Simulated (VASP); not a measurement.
Here is a VASP 6.6.1 calculation.

The input INCAR:

```
  ALGO = Normal
  EDIFF = 1E-6
  ENCUT = 600
  GGA = PE
  GGA_COMPAT = False
  ISIF = 2
  ISMEAR = -1
  LASPH = True
  LCHARG = True
  LELF = True
  LREAL = False
  LVHAR = True
  LWAVE = False
  NBANDS = 11
  NELM = 120
  PREC = Accurate
  SIGMA = 0.02
```

The input KPOINTS:

```
k-points
0
Gamma
  7 7 7
```

Contents of POSCAR:

```
BeS
1.0
    0.0000000000      2.3491685674      2.5840854242
    2.3491685674      0.0000000000      2.5840854242
    2.3491685674      2.3491685674      0.0000000000
Be S
1 1
Direct
    0.0000000000      0.0000000000      0.0000000000
    0.2500000000      0.2500000000      0.2500000000
```

Potentials or basis: VASP PAW PBE potentials, release 64 (Be, S).

Run with:

```console
$ cat potpaw_PBE.64/Be/POTCAR potpaw_PBE.64/S/POTCAR > POTCAR
$ mpirun -np 1 vasp_std > vasp.out
```

Q: Estimate the band gap on the k mesh.

A: 2.86 eV (least direct gap 5.46 eV).

Q: Predict the pressure.

A: 1.5 GPa.

Stress tensor (GPa, compression positive):
```
 5.13  0.00  0.00
 0.00  5.13  0.00
 0.00  0.00 -5.72
```

Caveat: an odd mesh through Γ misses points on the zone boundary, where band edges can lie. Expect the measured gap to be larger: semilocal functionals such as PBE lack the derivative discontinuity.
